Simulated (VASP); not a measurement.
Here is a VASP 6.6.1 calculation.

INCAR

```
ALGO = Normal
EDIFF = 1E-6
ENCUT = 520
GGA = PE
ISIF = 2
ISMEAR = 0
LASPH = True
LCHARG = False
LREAL = False
LWAVE = False
NBANDS = 21
NELM = 100
PREC = Accurate
SIGMA = 0.02
```

File KPOINTS:

```
k-points
0
Gamma
  6 6 8
```

POSCAR

```
C
1.0
    3.5715599029      0.0000000000      0.0000000000
   -1.7857799515      3.0930616071      0.0000000000
    0.0000000000      0.0000000000      3.3769583018
C
6
Direct
    0.2325951568      0.4651903135      0.2500000000
    0.5348096865      0.7674048432      0.5833333333
    0.2325951568      0.7674048432      0.9166666667
    0.7674048432      0.5348096865      0.7500000000
    0.4651903135      0.2325951568      0.0833333333
    0.7674048432      0.2325951568      0.4166666667
```

Potentials or basis: VASP PAW PBE potentials, release 64 (C).

Launch:

```sh
$ cat potpaw_PBE.64/C/POTCAR > POTCAR
$ mpirun -np 1 vasp_std > vasp.out
```

Estimate the band gap on the k mesh.

4.28 eV, indirect (least direct gap 5.18 eV).

Predict the pressure.

0.6 GPa.

What does it give for the largest force?

0.013 eV/Å.

Forces on the atoms (eV/Å):
```
C    0.000 -0.013  0.000
C    0.011  0.006  0.000
C   -0.011  0.006  0.000
C    0.000  0.013  0.000
C   -0.011 -0.006  0.000
C    0.011 -0.006  0.000
```

A k mesh can miss the band edges.
